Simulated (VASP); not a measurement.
Here is a VASP 6.6.1 calculation.

The input POSCAR:

```
Si
1.0
   -1.5937032655      1.5937032655      1.2933767800
    1.5937032655     -1.5937032655      1.2933767800
    1.5937032655      1.5937032655     -1.2933767800
Si
1
Direct
    0.0000000000      0.0000000000      0.0000000000
```

The input INCAR.step1:

```
SYSTEM = Si
ALGO = Normal ; EDIFF = 1E-5
ENCUT = 520 ; GGA = PE
ISIF = 2 ; ISMEAR = -1
LASPH = .True. ; LCHARG = .False.
LREAL = .False. ; LWAVE = .True.
NBANDS = 8 ; NELM = 80
PREC = Accurate ; SIGMA = 0.05
```

The input INCAR.step2:

```
SYSTEM = Si
ALGO = Normal ; EDIFF = 1E-6
ENCUT = 520 ; GGA = PE
HFSCREEN = 0.2079 ; ISIF = 2
ISMEAR = -1 ; ISTART = 1
LASPH = .True. ; LCHARG = .False.
LHFCALC = .True. ; LREAL = .False.
LWAVE = .False. ; NBANDS = 8
NELM = 80 ; PREC = Accurate
PRECFOCK = Normal ; SIGMA = 0.05
```

KPOINTS

```
k-points
0
Gamma
  8 8 8
  0 0 0
```

Potentials or basis: VASP PAW PBE potentials, release 64 (Si).

Run with:

```sh
$ cat potpaw_PBE.64/Si/POTCAR > POTCAR
$ cp INCAR.step1 INCAR
$ mpirun -np 1 vasp_std > vasp.out
$ cp INCAR.step2 INCAR
$ mpirun -np 1 vasp_std > vasp.out
```

Question: Estimate the pressure.

Answer: 8.5 GPa.

Question: Predict the band gap on the k mesh.

Answer: Zero (bands 2 and 3 overlap by 13.78 eV).

Stress tensor (GPa, compression positive):
```
10.33  0.00  0.00
 0.00 10.33  0.00
 0.00  0.00  4.70
```

Caveat: the k points lie up to 0.39 Å⁻¹ apart, too coarse for converged energies and pressures of a metal; the PAW data sets were made with another functional, which shifts forces and pressure a little.
